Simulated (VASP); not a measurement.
Here is a VASP 6.6.1 calculation.

The input INCAR:

```
SYSTEM = TiH3Br
PREC = Accurate ; ENCUT = 600
EDIFF = 1E-7 ; ISMEAR = 0
SIGMA = 0.1 ; LREAL = .FALSE.
LASPH = .TRUE. ; NELM = 100
ALGO = Normal ; ISIF = 3
LWAVE = .FALSE. ; LCHARG = .FALSE.
GGA = PE ; IBRION = 2
NSW = 100 ; EDIFFG = -0.01
```

Contents of KPOINTS:

```
regular mesh
0
G
  12 12 12
  0 0 0
```

The input POSCAR:

```
TiH3Br
1.0
    2.4946209408      1.4402700717      2.4462865663
   -2.4946209408      1.4402700717      2.4462865663
    0.0000000000     -2.8805401433      2.4462865663
Ti H Br
1 3 1
Direct
    0.0000000000      0.0000000000      0.0000000000
    0.5000000000      0.0000000000      0.0000000000
    0.0000000000      0.5000000000      0.0000000000
    0.0000000000      0.0000000000      0.5000000000
    0.5000000000      0.5000000000      0.5000000000
```

Potentials or basis: VASP PAW PBE potentials, release 64 (Ti_sv, H, Br).

Run with:

```sh
$ cat potpaw_PBE.64/Ti_sv/POTCAR potpaw_PBE.64/H/POTCAR potpaw_PBE.64/Br/POTCAR > POTCAR
$ mpirun -np 1 vasp_std > vasp.out
```

Question: Estimate the band gap on the k mesh.

Answer: Zero (band 11 reaches 4.83 eV, above the bottom of band 12 at 4.66 eV).

Stress tensor (GPa, compression positive):
```
0.08 0.00 0.00
0.00 0.08 0.00
0.00 0.00 0.00
```

Caveat: the relaxation stopped at its first step, so nothing moved.
